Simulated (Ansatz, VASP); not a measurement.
Two plane-wave programs on NaLa

```
La Na
1.0
     3.67838    0.00000    0.00000
    -1.83919    3.18557    0.00000
     0.00000    0.00000    6.48378
La Na
1 1
Cartesian
  0.0000 2.1237 3.2419
  0.0000 0.0000 0.0000
```

Alike in both runs: task single point; functional PBE; k mesh 7 × 7 × 4; occupations fermi-dirac, width 0.05 eV; no spin polarisation.

```csv
,VASP,Ansatz
version,VASP 6.6.1,Ansatz 0.2.0
potentials or method,"VASP PAW PBE potentials, release 64 (La, Na_sv)",Ansatz PAW
plane-wave cutoff (eV),970,420
valence electrons in the cell,20,20
```

VASP gave:

* gap on the k mesh at the Fermi level (eV): none
* pressure (GPa): -1.1
* traceless stress, the component that is largest in VASP (GPa): 0.85

**Question.** What did Ansatz give for the same quantities?

**Answer.** gap on the k mesh at the Fermi level (eV): none; pressure (GPa): -0.9; traceless stress, the component that is largest in VASP (GPa): 0.86.

A gap of «none» marks a metal or a gap that the smearing closes. The functional is the same, so the differences come from potentials, cutoffs and numerics.

Neither program's run includes spin-orbit coupling.
